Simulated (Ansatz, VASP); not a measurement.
CdSe: VASP beside Ansatz

```
CELL_PARAMETERS angstrom
0.00000 3.00760 3.00760
3.00760 0.00000 3.00760
3.00760 3.00760 0.00000
ATOMIC_POSITIONS crystal
Cd 0.00000 0.00000 0.00000
Se 0.25000 0.25000 0.25000
```

Change from the starting cell: volume scaled by 0.94, PAW files.

Alike in both runs: task electric field gradients; functional PBE; k mesh 8 × 8 × 8; occupations fermi-dirac, width 0.03 eV; no spin polarisation.

|  | VASP | Ansatz |
| --- | --- | --- |
| version | VASP 6.6.1 | Ansatz 0.2.0 |
| potentials or method | VASP PAW PBE potentials, release 64 (Cd, Se) | PAW with Ansatz's default frozen-core files, scalar-relativistic |
| plane-wave cutoff (eV) | 520 | 420 |
| valence electrons in the cell | 18 | 36 |

|  | VASP | Ansatz | Ansatz less VASP |
| --- | --- | --- | --- |
| pressure (GPa) | 5.3 | 4.9 | -0.38 |

VASP's potentials hold 18 valence electrons a cell and Ansatz's 36, so a difference there can come from the potentials and not from the codes.
